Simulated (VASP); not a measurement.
# Lu (P6_3/mmc) in VASP: single point with PBE

Aim: the single point of Lu with PBE.

Program: VASP 6.6.1. These are calculated values, not measurements. Logs are shortened: lines on timing, memory, paths and dates and some standing lists are left out, and cuts for length are marked.

## 1. The cell of the first run

Symmetry: P6_3/mmc, No. 194, hexagonal system. The conventional cell has a = 3.503 Å, b = 3.503 Å, c = 5.551 Å, α = 90.00°, β = 90.00°, γ = 120.00°. Within 4.5 Å of Lu (site symmetry -6m2) lie 12 Lu at 3.43 to 3.50 Å.

## 2. Single point, PBE, non-collinear spin, zero start, spin-orbit coupling

The input, INCAR:

```
SYSTEM = Lu
  ALGO = Normal
  EDIFF = 1E-6
  ENCUT = 520
  GGA = PE
  GGA_COMPAT = .FALSE.
  ISIF = 2
  ISMEAR = -1
  LASPH = .TRUE.
  LCHARG = .TRUE.
  LORBIT = 11
  LORBMOM = .TRUE.
  LREAL = .FALSE.
  LSORBIT = .TRUE.
  LUSENCCL = .FALSE.
  LVHAR = .TRUE.
  LWAVE = .FALSE.
  MAGMOM = 0 0 0 0 0 0
  NBANDS = 62
  NELM = 150
  PREC = Accurate
  SIGMA = 0.15
```

The input, KPOINTS:

```
k-points
0
G
  10 10 6
  0 0 0
```

The input, POSCAR:

```
Lu
1.0
    3.5031000000      0.0000000000      0.0000000000
   -1.7515500000      3.0337735920      0.0000000000
    0.0000000000      0.0000000000      5.5509000000
Lu
2
Direct
    0.3333330000      0.6666670000      0.2500000000
    0.6666670000      0.3333330000      0.7500000000
```

Potentials or basis: VASP PAW PBE potentials, release 64 (Lu).

Launch:

```bash
$ cat potpaw_PBE.64/Lu/POTCAR > POTCAR
$ mpirun -np 1 vasp_ncl > vasp.out
```

OUTCAR:

```text
SYSTEM = Lu
   EDIFF = 1E-6
   ENCUT = 520
   GGA = PE
   ISIF = 2
   ISMEAR = -1
   LASPH = .TRUE.
   LORBIT = 11
   LREAL = .FALSE.
   LSORBIT = .TRUE.
   NELM = 150
   PREC = Accurate

 ion  position               nearest neighbor table
   1  0.333  0.667  0.250-   2 3.43   2 3.43   2 3.43   2 3.43   2 3.43   2 3.43
   2  0.667  0.333  0.750-   1 3.43   1 3.43   1 3.43   1 3.43   1 3.43   1 3.43

  LATTYP: Found a hexagonal cell.
 ALAT       =     3.5031000000
 C/A-ratio  =     1.5845679541

  Lattice vectors:

 A1 = (   3.5031000000,   0.0000000000,   0.0000000000)
 A2 = (  -1.7515500000,   3.0337735920,   0.0000000000)
 A3 = (   0.0000000000,   0.0000000000,   5.5509000000)

Analysis of symmetry for initial positions (statically):
=====================================================================
 Subroutine PRICEL returns:
 Original cell was already a primitive cell.

 Routine SETGRP: Setting up the symmetry group for a
 hexagonal supercell.

 Subroutine GETGRP returns: Found 24 space group operations
 (whereof 12 operations were pure point group operations)
 out of a pool of 24 trial point group operations.

The static configuration has the point symmetry D_3d.
 The point group associated with its full space group is D_6h.

Analysis of symmetry for dynamics (positions and initial velocities):
=====================================================================
 Subroutine PRICEL returns:
 Original cell was already a primitive cell.

 Routine SETGRP: Setting up the symmetry group for a
 hexagonal supercell.

 Subroutine GETGRP returns: Found 24 space group operations
 (whereof 12 operations were pure point group operations)
 out of a pool of 24 trial point group operations.

The dynamic configuration has the point symmetry D_3d.
 The point group associated with its full space group is D_6h.

Analysis of structural, dynamic, and magnetic symmetry:
=====================================================================
 Subroutine PRICEL returns:
 Original cell was already a primitive cell.

 Routine SETGRP: Setting up the symmetry group for a
 hexagonal supercell.

 Subroutine GETGRP returns: Found 24 space group operations
 (whereof 12 operations were pure point group operations)
 out of a pool of 24 trial point group operations.

The overall configuration has the point symmetry D_3d.
 The point group associated with its full space group is D_6h.

 Subroutine INISYM returns: Found 24 space group operations
 (whereof 12 operations are pure point group operations),
 and found     1 'primitive' translations

----------------------------------------------------------------------------------------

                                     Primitive cell

  volume of cell :      58.9928

  direct lattice vectors                    reciprocal lattice vectors
     3.503100000  0.000000000  0.000000000     0.285461448  0.164811244 -0.000000000
    -1.751550000  3.033773592  0.000000000     0.000000000  0.329622488  0.000000000
     0.000000000  0.000000000  5.550900000     0.000000000 -0.000000000  0.180150967

  length of vectors
     3.503100000  3.503100000  5.550900000     0.329622488  0.329622488  0.180150967

  position of ions in fractional coordinates (direct lattice)
     0.333333000  0.666667000  0.250000000
     0.666667000  0.333333000  0.750000000

  ion indices of the primitive-cell ions
   primitive index   ion index
                 1           1
                 2           2

----------------------------------------------------------------------------------------
[... 112 lines left out ...]

 Free energy of the ion-electron system (eV)
  ---------------------------------------------------
  ext. energy  EPLUGINS =         0.00000000
  ---------------------------------------------------
  free energy    TOTEN  =       -10.61093253 eV

  energy without entropy =      -10.38187255  energy(sigma->0) =      -10.49640254

 E-fermi :   2.1719     XC(G=0): -10.6074

 val. band max:        2.1489263048   @ k =   0.2000   0.0000   0.1667
 cond. band min:       2.1730003837   @ k =   0.2000   0.0000   0.0000
 fundamental gap:      0.0240740788
 Fermi energy:         2.1719426795

 k-point     1 :       0.0000    0.0000    0.0000
  band No.  band energies     occupation
      1     -54.0928      1.00000
      2     -54.0928      1.00000
      3     -54.0612      1.00000
      4     -54.0612      1.00000
      5     -28.9873      1.00000
      6     -28.9873      1.00000
[... 1549 lines left out ...]
     61       7.8292      0.00000
     62       7.8408      0.00000

 [... further k-points ...]

------------------------ aborting loop because EDIFF is reached ----------------------------------------

  FORCE on cell =-STRESS in cart. coord.  units (eV):
  Direction    XX          YY          ZZ          XY          YZ          ZX
  --------------------------------------------------------------------------------------
  -------------------------------------------------------------------------------------
  Total       -0.0117768     -0.0117768     -0.2325898      0.0000000     -0.0000000      0.0000000
  in kB       -0.3198446     -0.3198446     -6.3168743      0.0000000     -0.0000000      0.0000000
  external PRESSURE =      -2.3188545 kB  Pullay stress =       0.0000000 kB

 VOLUME and BASIS-vectors are now :
 -----------------------------------------------------------------------------
  energy-cutoff  :      520.00
  volume of cell :       58.99
      direct lattice vectors                 reciprocal lattice vectors
     3.503100000  0.000000000  0.000000000     0.285461448  0.164811244 -0.000000000
    -1.751550000  3.033773592  0.000000000     0.000000000  0.329622488  0.000000000
     0.000000000  0.000000000  5.550900000     0.000000000 -0.000000000  0.180150967

 POSITION                                       TOTAL-FORCE (eV/Angst)
 -----------------------------------------------------------------------------------
     -0.00000      2.02252      1.38773        -0.000000     -0.000000     -0.000000
      1.75155      1.01126      4.16318         0.000000      0.000000      0.000000
 -----------------------------------------------------------------------------------
    total drift:                               -0.000140     -0.000242      0.000000

  FREE ENERGIE OF THE ION-ELECTRON SYSTEM (eV)
  ---------------------------------------------------
  free  energy   TOTEN  =       -10.6109325339 eV

  energy  without entropy=      -10.3818725457  energy(sigma->0) =      -10.49640254

 orbital moment (x)

 # of ion     p       d       f       tot
 ------------------------------------------------
  1         0.000   0.000  -0.000  -0.000
  2         0.000  -0.000  -0.000  -0.000
 ------------------------------------------------
            0.000   0.000  -0.000  -0.000

 orbital moment (y)

 # of ion     p       d       f       tot
 ------------------------------------------------
  1         0.000  -0.000   0.000   0.000
  2        -0.000  -0.000   0.000   0.000
 ------------------------------------------------
            0.000  -0.000   0.000   0.000

 orbital moment (z)

 # of ion     p       d       f       tot
 ------------------------------------------------
  1         0.000   0.000   0.000   0.000
  2         0.000  -0.000   0.000  -0.000
 ------------------------------------------------
            0.000  -0.000   0.000  -0.000

 Spin-Orbit-Coupling matrix elements

 Ion:    1  E_soc:     -1.4369945
 l=   1
     0.0000000    -0.2313639    -0.2312864
    -0.2313639     0.0000000    -0.2313639
    -0.2312864    -0.2313639     0.0000000
 l=   2
     0.0000000    -0.0004119     0.0000000    -0.0004119    -0.0017286
    -0.0004119     0.0000000    -0.0014697    -0.0004422    -0.0004119
     0.0000000    -0.0014697     0.0000000    -0.0014697     0.0000000
    -0.0004119    -0.0004422    -0.0014697     0.0000000    -0.0004119
    -0.0017286    -0.0004119     0.0000000    -0.0004119     0.0000000
 l=   3
     0.0000000    -0.0006235     0.0000000     0.0000000     0.0000000    -0.0006235    -0.0037830
    -0.0006235     0.0000000    -0.0010559     0.0000000    -0.0010559    -0.0016679    -0.0006308
     0.0000000    -0.0010559     0.0000000    -0.0025593    -0.0004234    -0.0010559     0.0000000
     0.0000000     0.0000000    -0.0025593     0.0000000    -0.0025593     0.0000000     0.0000000
     0.0000000    -0.0010559    -0.0004234    -0.0025593     0.0000000    -0.0010559     0.0000000
    -0.0006235    -0.0016679    -0.0010559     0.0000000    -0.0010559     0.0000000    -0.0006308
    -0.0037830    -0.0006308     0.0000000     0.0000000     0.0000000    -0.0006308     0.0000000

 Ion:    2  E_soc:     -1.4369945
 l=   1
     0.0000000    -0.2313639    -0.2312864
    -0.2313639     0.0000000    -0.2313639
    -0.2312864    -0.2313639     0.0000000
 l=   2
     0.0000000    -0.0004119     0.0000000    -0.0004119    -0.0017286
    -0.0004119     0.0000000    -0.0014697    -0.0004422    -0.0004119
     0.0000000    -0.0014697     0.0000000    -0.0014697     0.0000000
    -0.0004119    -0.0004422    -0.0014697     0.0000000    -0.0004119
    -0.0017286    -0.0004119     0.0000000    -0.0004119     0.0000000
 l=   3
     0.0000000    -0.0006235     0.0000000     0.0000000     0.0000000    -0.0006235    -0.0037830
    -0.0006235     0.0000000    -0.0010559     0.0000000    -0.0010559    -0.0016679    -0.0006308
     0.0000000    -0.0010559     0.0000000    -0.0025593    -0.0004234    -0.0010559     0.0000000
     0.0000000     0.0000000    -0.0025593     0.0000000    -0.0025593     0.0000000     0.0000000
     0.0000000    -0.0010559    -0.0004234    -0.0025593     0.0000000    -0.0010559     0.0000000
    -0.0006235    -0.0016679    -0.0010559     0.0000000    -0.0010559     0.0000000    -0.0006308
    -0.0037830    -0.0006308     0.0000000     0.0000000     0.0000000    -0.0006308     0.0000000

 total charge

# of ion       s       p       d       f       tot
--------------------------------------------------
    1        2.352   6.053   0.773  13.953  23.132
    2        2.352   6.053   0.773  13.953  23.132
--------------------------------------------------
tot          4.704  12.106   1.546  27.906  46.263

 magnetization (x)

# of ion       s       p       d       f       tot
--------------------------------------------------
    1        0.000  -0.000   0.000   0.000  -0.000
    2       -0.000   0.000   0.000   0.000   0.000
--------------------------------------------------
tot         -0.000   0.000   0.000   0.000  -0.000

 magnetization (y)

# of ion       s       p       d       f       tot
--------------------------------------------------
    1        0.000  -0.000   0.000   0.000  -0.000
    2        0.000  -0.000   0.000   0.000  -0.000
--------------------------------------------------
tot          0.000  -0.000   0.000   0.000  -0.000

 magnetization (z)

# of ion       s       p       d       f       tot
--------------------------------------------------
    1        0.000   0.000   0.000   0.000   0.000
    2        0.000   0.000   0.000   0.000   0.000
--------------------------------------------------
tot          0.000   0.000   0.000   0.000   0.000
```

Wall time 7.6 min (1 × NVIDIA H100 80GB with 1 thread of Intel Xeon Platinum 8481C at 2.70GHz (Sapphire Rapids), shared host); peak memory 1.5 GiB.

Results:

| Quantity | Value |
| --- | --- |
| Free energy | -10.6109 eV |
| Pressure | -0.2 GPa |
| Net moment | 0.00 μB per cell |
| Valence electrons inside the program's atomic spheres | Lu 23.13 |

Stress tensor (GPa, compression positive):
```
-0.03  0.00  0.00
 0.00 -0.03  0.00
 0.00  0.00 -0.63
```

Moments on the atoms (μB; x, y, z):
```
Lu  0.00 0.00 0.00
Lu  0.00 0.00 0.00
```
